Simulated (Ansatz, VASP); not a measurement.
**LiNbO3: VASP beside Ansatz**

File INCAR:

```
SYSTEM = LiNbO3
ALGO = Normal ; EDIFF = 1E-7
ENCUT = 520 ; GGA = PE
ISIF = 2 ; ISMEAR = 0
LASPH = .TRUE. ; LCHARG = .FALSE.
LREAL = .FALSE. ; LWAVE = .FALSE.
NBANDS = 45 ; NELM = 80
PREC = Accurate ; SIGMA = 0.02
```

Contents of KPOINTS:

```
k-points
0
G
  6 6 6
  0 0 0
```

File POSCAR:

```
LiNbO3
1.0
    2.5689000000      1.4831551065      4.4995666667
   -2.5689000000      1.4831551065      4.4995666667
    0.0000000000     -2.9663102130      4.4995666667
Li Nb O
2 2 6
Direct
    0.2500000000      0.2500000000      0.2500000000
    0.7500000000      0.7500000000      0.7500000000
    0.0000000000      0.0000000000      0.0000000000
    0.5000000000      0.5000000000      0.5000000000
    0.1243500000      0.3756500000      0.7500000000
    0.7500000000      0.1243500000      0.3756500000
    0.3756500000      0.7500000000      0.1243500000
    0.2500000000      0.8756500000      0.6243500000
    0.8756500000      0.6243500000      0.2500000000
    0.6243500000      0.2500000000      0.8756500000
```

Input for Ansatz:

```yaml
crystal:
  lattice:
    - [2.5689, 1.4831551065, 4.4995666667]
    - [-2.5689, 1.4831551065, 4.4995666667]
    - [0.0, -2.966310213, 4.4995666667]
  atoms:
    - { symbol: Li, position: [0.25, 0.25, 0.25] }
    - { symbol: Li, position: [0.75, 0.75, 0.75] }
    - { symbol: Nb, position: [0.0, 0.0, 0.0] }
    - { symbol: Nb, position: [0.5, 0.5, 0.5] }
    - { symbol: O, position: [0.12435, 0.37565, 0.75] }
    - { symbol: O, position: [0.75, 0.12435, 0.37565] }
    - { symbol: O, position: [0.37565, 0.75, 0.12435] }
    - { symbol: O, position: [0.25, 0.87565, 0.62435] }
    - { symbol: O, position: [0.87565, 0.62435, 0.25] }
    - { symbol: O, position: [0.62435, 0.25, 0.87565] }
basis:
  ecutwfc: 420
kpoints:
  mp_grid: { grid: [6, 6, 6] }
hamiltonian:
  xc: pbe
scf:
  occupations: { method: gaussian, width: 0.02 }
output:
  forces: true
  stress: true
  eigenvalues: true
  populations: true
  write_density: true
  write_potential: true
  elf: true
  volumetric_format: npy
```

Alike in both runs: task single point; functional PBE; k mesh 6 × 6 × 6; occupations gaussian, width 0.02 eV; no spin polarisation.

|  | VASP | Ansatz |
| --- | --- | --- |
| version | VASP 6.6.1 | Ansatz 0.2.0 |
| potentials or method | VASP PAW PBE potentials, release 64 (Li_sv, Nb_sv, O), cutoff 520 eV | scalar-relativistic, plane waves, PAW |
| valence electrons in the cell | 68 | 68 |

```csv
,VASP,Ansatz,Ansatz less VASP
gap on the k mesh at the Fermi level (eV),2.67,2.68,+0.013
least direct gap on the mesh (eV),2.73,2.74,+0.012
rms of the force components (eV/Å),0.052,0.065,+0.0126
```

Atom by atom the forces differ by 0.013 eV/Å (rms over components).

Noted on VASP's run: the cutoff is under 1.25 times that of the potentials, so the pressure is a little rough.
